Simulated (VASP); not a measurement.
# Al2O3 (Cmcm) in VASP: single point with LDA

Aim: the single point of Al2O3 with LDA.

All numbers are computed with VASP 6.6.1; they aren't measurements. Logs are shortened: lines on timing, memory, paths and dates and some standing lists are left out, and cuts for length are marked.

## Step 1: The cell of the first run

It takes space group Cmcm (No. 63, orthorhombic). The conventional cell has a = 2.674 Å, b = 8.954 Å, c = 7.045 Å, α = 90.00°, β = 90.00°, γ = 90.00°. Al (site symmetry 2/m) has 6 O at 1.88 to 2.01 Å within 2.5 Å. Al (site symmetry m2m) has 8 O at 1.87 to 2.56 Å and 2 Al at 2.67 Å within 2.7 Å. Within 2.9 Å of O (site symmetry m) lie 5 Al at 1.88 to 2.56 Å and 11 O at 2.39 to 2.80 Å. O (site symmetry m2m) has 4 Al at 1.87 to 2.01 Å within 2.5 Å.

## Step 2: Single point, LDA

INCAR reads:

```
ALGO = Normal
EDIFF = 1E-6
ENCUT = 600
GGA_COMPAT = False
ISIF = 2
ISMEAR = 0
LASPH = True
LCHARG = True
LELF = True
LREAL = False
LVHAR = True
LWAVE = False
NBANDS = 35
NELM = 120
PREC = Accurate
SIGMA = 0.01
```

KPOINTS reads:

```
k-points
0
Gamma
  6 6 3
```

POSCAR reads:

```
Al2O3
1.0
    1.3369590000     -4.4770650000      0.0000000000
    1.3369590000      4.4770650000      0.0000000000
    0.0000000000      0.0000000000      7.0450320000
Al O
4 6
Direct
    0.0000000000      0.0000000000      0.0000000000
    0.0000000000      0.0000000000      0.5000000000
    0.2460190000      0.7539810000      0.2500000000
    0.7539810000      0.2460190000      0.7500000000
    0.6332000000      0.3668000000      0.4199380000
    0.6332000000      0.3668000000      0.0800620000
    0.3668000000      0.6332000000      0.5800620000
    0.3668000000      0.6332000000      0.9199380000
    0.8926610000      0.1073390000      0.2500000000
    0.1073390000      0.8926610000      0.7500000000
```

Potentials or basis: VASP PAW LDA potentials, release 64 (Al, O).

Run with:

```
cat potpaw_LDA.64/Al/POTCAR potpaw_LDA.64/O/POTCAR > POTCAR
mpirun -np 1 vasp_std > vasp.out
```

OUTCAR:

```text
EDIFF = 1E-6
   ENCUT = 600
   ISIF = 2
   ISMEAR = 0
   LASPH = True
   LREAL = False
   NELM = 120
   PREC = Accurate

 ion  position               nearest neighbor table
   1  0.000  0.000  0.000-   6 1.88   8 1.88   6 1.88   8 1.88   9 2.01  10 2.01   3 2.82   4 2.82
                             4 3.17   3 3.17   3 3.17   4 3.17
   2  0.000  0.000  0.500-   5 1.88   7 1.88   5 1.88   7 1.88   9 2.01  10 2.01   3 2.82   4 2.82
                             4 3.17   3 3.17   3 3.17   4 3.17
   3  0.246  0.754  0.250-   9 1.87   9 1.87   6 2.06   5 2.06   5 2.06   6 2.06   8 2.56   7 2.56
                             2 2.82   1 2.82   2 3.17   2 3.17   1 3.17   1 3.17
   4  0.754  0.246  0.750-  10 1.87  10 1.87   7 2.06   7 2.06   8 2.06   8 2.06   6 2.56   5 2.56
                             2 2.82   1 2.82   1 3.17   1 3.17   2 3.17   2 3.17
   5  0.633  0.367  0.420-   2 1.88   2 1.88   3 2.06   3 2.06   4 2.56
   6  0.633  0.367  0.080-   1 1.88   1 1.88   3 2.06   3 2.06   4 2.56
   7  0.367  0.633  0.580-   2 1.88   2 1.88   4 2.06   4 2.06   3 2.56
   8  0.367  0.633  0.920-   1 1.88   1 1.88   4 2.06   4 2.06   3 2.56
   9  0.893  0.107  0.250-   3 1.87   3 1.87   2 2.01   1 2.01
  10  0.107  0.893  0.750-   4 1.87   4 1.87   2 2.01   1 2.01

  LATTYP: Found a base centered orthorhombic cell.
 ALAT       =     2.6739180000
 B/A-ratio  =     3.3486928171
 C/A-ratio  =     2.6347225308

  Lattice vectors:

 A1 = (   1.3369590000,  -4.4770650000,   0.0000000000)
 A2 = (   1.3369590000,   4.4770650000,   0.0000000000)
 A3 = (   0.0000000000,   0.0000000000,   7.0450320000)

Analysis of symmetry for initial positions (statically):
=====================================================================
 Subroutine PRICEL returns:
 Original cell was already a primitive cell.

 Routine SETGRP: Setting up the symmetry group for a
 base centered orthorhombic supercell.

 Subroutine GETGRP returns: Found  8 space group operations
 (whereof  4 operations were pure point group operations)
 out of a pool of  8 trial point group operations.

The static configuration has the point symmetry C_2h.
 The point group associated with its full space group is D_2h.

Analysis of symmetry for dynamics (positions and initial velocities):
=====================================================================
 Subroutine PRICEL returns:
 Original cell was already a primitive cell.

 Routine SETGRP: Setting up the symmetry group for a
 base centered orthorhombic supercell.

 Subroutine GETGRP returns: Found  8 space group operations
 (whereof  4 operations were pure point group operations)
 out of a pool of  8 trial point group operations.

The dynamic configuration has the point symmetry C_2h.
 The point group associated with its full space group is D_2h.

 Subroutine INISYM returns: Found  8 space group operations
 (whereof  4 operations are pure point group operations),
 and found     1 'primitive' translations

----------------------------------------------------------------------------------------

                                     Primitive cell

  volume of cell :      84.3382

  direct lattice vectors                    reciprocal lattice vectors
     1.336959000 -4.477065000  0.000000000     0.373983047 -0.111680308  0.000000000
     1.336959000  4.477065000  0.000000000     0.373983047  0.111680308  0.000000000
     0.000000000  0.000000000  7.045032000     0.000000000  0.000000000  0.141943997

  length of vectors
     4.672426605  4.672426605  7.045032000     0.390302204  0.390302204  0.141943997

  position of ions in fractional coordinates (direct lattice)
     0.000000000  0.000000000  0.000000000
     0.000000000  0.000000000  0.500000000
     0.246019000  0.753981000  0.250000000
     0.753981000  0.246019000  0.750000000
     0.633200000  0.366800000  0.419938000
     0.633200000  0.366800000  0.080062000
     0.366800000  0.633200000  0.580062000
     0.366800000  0.633200000  0.919938000
     0.892661000  0.107339000  0.250000000
     0.107339000  0.892661000  0.750000000

  ion indices of the primitive-cell ions
   primitive index   ion index
                 1           1
                 2           2
                 3           3
                 4           4
                 5           5
                 6           6
                 7           7
                 8           8
                 9           9
                10          10

----------------------------------------------------------------------------------------

 KPOINTS: k-points

Automatic generation of k-mesh.
 Grid dimensions read from file:
 generate k-points for:    6    6    3

 Generating k-lattice:

  Cartesian coordinates                     Fractional coordinates (reciprocal lattice)
     0.062330508 -0.018613385  0.000000000     0.166666667  0.000000000  0.000000000
     0.062330508  0.018613385  0.000000000     0.000000000  0.166666667  0.000000000
     0.000000000  0.000000000  0.047314666     0.000000000  0.000000000  0.333333333

  Length of vectors
     0.065050367  0.065050367  0.047314666

  Shift w.r.t. Gamma in fractional coordinates (k-lattice)
     0.000000000  0.000000000  0.000000000

 Subroutine IBZKPT returns following result:
 ===========================================

 Found     26 irreducible k-points:

 Following reciprocal coordinates:
            Coordinates               Weight
  0.000000  0.000000  0.000000      1.000000
  0.166667  0.000000  0.000000      4.000000
  0.333333  0.000000  0.000000      4.000000
  0.500000  0.000000  0.000000      2.000000
  0.166667  0.166667  0.000000      2.000000
  0.333333  0.166667  0.000000      4.000000
[... 16 lines left out ...]
  0.333333  0.333333  0.333333      4.000000
  0.500000  0.333333  0.333333      8.000000
 [... further k-points ...]
   k-points           NKPTS =     26   k-points in BZ     NKDIM =     26   number of bands    NBANDS=     35
   number of dos      NEDOS =    301   number of ions     NIONS =     10
   total plane-waves  NPLWV =  89600
   dimension x,y,z NGX =    40 NGY =   40 NGZ =   56
   dimension x,y,z NGXF=    80 NGYF=   80 NGZF=  112
   ions per type =               4   6
   NGX,Y,Z   is equivalent  to a cutoff of  14.23, 14.23, 13.21 a.u.
   NGXF,Y,Z  is equivalent  to a cutoff of  28.46, 28.46, 26.43 a.u.
 SYSTEM =  unknown system
   PREC   = accura    normal or accurate (medium, high low for compatibility)
   ISTART =      0    job   : 0-new  1-cont  2-samecut
   ICHARG =      2    charge: 1-file 2-atom 10-const
   ISPIN  =      1    spin polarized calculation?
   LNONCOLLINEAR =      F non collinear calculations
   LSORBIT =      F    spin-orbit coupling
   LASPH  =      T    aspherical Exc in radial PAW
   ENCUT  =  600.0 eV  44.10 Ry    6.64 a.u.   9.33  9.33 14.07*2*pi/ulx,y,z
   NELM   =    120;   NELMIN=  2; NELMDL= -5     # of ELM steps
   EDIFF  = 0.1E-05   stopping-criterion for ELM
   LREAL  =      F    real-space projection
   EDIFFG = 0.1E-04   stopping-criterion for IOM
   NSW    =      0    number of steps for IOM
   IBRION =     -1    ionic relax: 0-MD 1-quasi-New 2-CG
   NFREE  =      0    steps in history (QN), initial steepest desc. (CG)
   ISIF   =      2    stress and relaxation
   ISYM   =      2    0-nonsym 1-usesym 2-fastsym
   POTIM  = 0.5000    time-step for ionic-motion
   TEBEG  =    0.0;   TEEND  =   0.0 temperature during run
   PSTRESS=    0.0 pullay stress
   NELECT =      48.0000    total number of electrons
   NUPDOWN=      -1.0000    fix difference up-down
   EMIN   =  10.00;   EMAX   =-10.00  energy-range for DOS
   EFERMI =   0.00;   METHOD = LEGACY
   ISMEAR =     0;   SIGMA  =   0.01  broadening in eV -4-tet -1-fermi 0-gaus
   EFERMI_NEDOS =   21; number of points for ismear=-14 and -15
   IALGO  =     38    algorithm
   IMIX   =      4    mixing-type and parameters
     AMIX     =   0.40;   BMIX     =  1.00
     AMIX_MAG =   1.60;   BMIX_MAG =  1.00
  volume/ion in A,a.u.               =       8.43        56.91
  Fermi-wavevector in a.u.,A,eV,Ry     =   1.356689  2.563771 25.042966  1.840606
  Thomas-Fermi vector in A             =   2.483671
   LORBIT       =      0    0 simple, 1 ext, 2 COOP (PROOUT), +10 PAW based schemes
   GGA     = CA    functional components
   LHFCALC =     F    Hartree Fock is set to
   AEXX    =    0.0000 exact exchange contribution
   IVDW    =     0    specifies the selected vdW correction
   LEPSILON=     F    determine dielectric tensor
   LRPA    =     F    only Hartree local field effects (RPA)
 non-spin polarized calculation
 Gauss-broadening in eV      SIGMA  =   0.01
  energy-cutoff  :      600.00
  volume of cell :       84.34
 maximum number of plane-waves:      2838
 NGX is ok and might be reduce to    40
   NGX = 19   NGY = 19   NGZ = 29

 number of electron      48.0000002 magnetization

 Free energy of the ion-electron system (eV)
  ---------------------------------------------------
  ext. energy  EPLUGINS =         0.00000000
  ---------------------------------------------------
  free energy    TOTEN  =       -80.27719333 eV

  energy without entropy =      -80.27719333  energy(sigma->0) =      -80.27719333

 E-fermi :   7.1581     XC(G=0): -12.2934

 val. band max:        7.1150806900   @ k =   0.0000   0.0000   0.0000
 cond. band min:      11.3375572001   @ k =   0.0000   0.0000   0.0000
 fundamental gap:      4.2224765101
 Fermi energy:         7.1580863742

 k-point     1 :       0.0000    0.0000    0.0000
  band No.  band energies     occupation
      1     -12.8160      2.00000
      2     -11.2740      2.00000
      3     -11.2541      2.00000
      4     -10.5137      2.00000
      5      -9.9146      2.00000
      6      -9.8228      2.00000
[... 27 lines left out ...]
     34      18.5862      0.00000
     35      19.7236      0.00000

 k-point     2 :       0.1667    0.0000    0.0000
  band No.  band energies     occupation
      1     -12.4667      2.00000
      2     -11.0246      2.00000
      3     -10.9915      2.00000
      4     -10.3831      2.00000
      5      -9.8374      2.00000
      6      -9.6978      2.00000
[... 828 lines left out ...]
 k-point    24 :       0.5000    0.3333    0.3333
  band No.  band energies     occupation
      1     -11.6640      2.00000
      2     -11.2273      2.00000
      3     -11.1194      2.00000
      4     -10.7517      2.00000
      5     -10.0528      2.00000
      6      -9.9309      2.00000
[... 27 lines left out ...]
     34      19.0166      0.00000
     35      19.4090      0.00000

 [... further k-points ...]
[... 5 lines left out ...]
  --------------------------------------------------------------------------------------
  -------------------------------------------------------------------------------------
  Total       -6.5070029     -6.6338387     -5.5113969      0.0000000     -0.0000000      0.0000000
  in kB     -123.6138488   -126.0233539   -104.7002737      0.0000000     -0.0000000      0.0000000
  external PRESSURE =    -118.1124921 kB  Pullay stress =       0.0000000 kB

 VOLUME and BASIS-vectors are now :
 -----------------------------------------------------------------------------
  energy-cutoff  :      600.00
  volume of cell :       84.34
      direct lattice vectors                 reciprocal lattice vectors
     1.336959000 -4.477065000  0.000000000     0.373983047 -0.111680308  0.000000000
     1.336959000  4.477065000  0.000000000     0.373983047  0.111680308  0.000000000
     0.000000000  0.000000000  7.045032000     0.000000000  0.000000000  0.141943997

 POSITION                                       TOTAL-FORCE (eV/Angst)
 -----------------------------------------------------------------------------------
      0.00000      0.00000      0.00000        -0.000000      0.000000     -0.000000
      0.00000      0.00000      3.52252         0.000000      0.000000     -0.000000
      1.33696      2.27418      1.76126         0.000000      0.059009     -0.000000
      1.33696     -2.27418      5.28377         0.000000     -0.059009     -0.000000
      1.33696     -1.19269      2.95848         0.000000     -0.049756      0.247848
      1.33696     -1.19269      0.56404         0.000000     -0.049756     -0.247848
      1.33696      1.19269      4.08656         0.000000      0.049756     -0.247848
      1.33696      1.19269      6.48099         0.000000      0.049756      0.247848
      1.33696     -3.51594      1.76126         0.000000      0.209574     -0.000000
      1.33696      3.51594      5.28377         0.000000     -0.209574     -0.000000
 -----------------------------------------------------------------------------------
    total drift:                                0.000000      0.000000     -0.000000

  FREE ENERGIE OF THE ION-ELECTRON SYSTEM (eV)
  ---------------------------------------------------
  free  energy   TOTEN  =       -80.2771933318 eV

  energy  without entropy=      -80.2771933318  energy(sigma->0) =      -80.27719333
```

Wall time 58 s (1 thread of Intel Xeon 6975P-C (Granite Rapids), shared host); peak memory 0.24 GiB.

What came out:

- Free energy: -80.2772 eV
- Pressure: -11.8 GPa
- Largest force: 0.253 eV/Å
- Band gap on the k mesh: 4.22 eV

Forces on the atoms (eV/Å):
```
Al   0.000  0.000  0.000
Al   0.000  0.000  0.000
Al   0.000  0.059  0.000
Al   0.000 -0.059  0.000
O    0.000 -0.050  0.248
O    0.000 -0.050 -0.248
O    0.000  0.050 -0.248
O    0.000  0.050  0.248
O    0.000  0.210  0.000
O    0.000 -0.210  0.000
```

Levels at points of the mesh, in eV from the valence-band top:
```tsv
k point	band 20	band 21	band 22	band 23	band 24	band 25	band 26	band 27	band 28	band 29
(0.00, 0.00, 0.00)	-1.51	-1.39	-1.03	-0.85	0.00	4.22	6.38	8.25	8.37	9.75
(0.50, 0.00, 0.00)	-2.55	-2.00	-1.54	-1.48	-0.83	5.81	6.77	8.63	8.68	8.73
(0.50, 0.50, 0.00)	-1.62	-1.59	-1.14	-0.58	-0.48	6.12	6.28	7.68	7.78	8.21
```

Caveat: the cell stands under tension; an odd mesh through Γ misses points on the zone boundary, where band edges can lie.
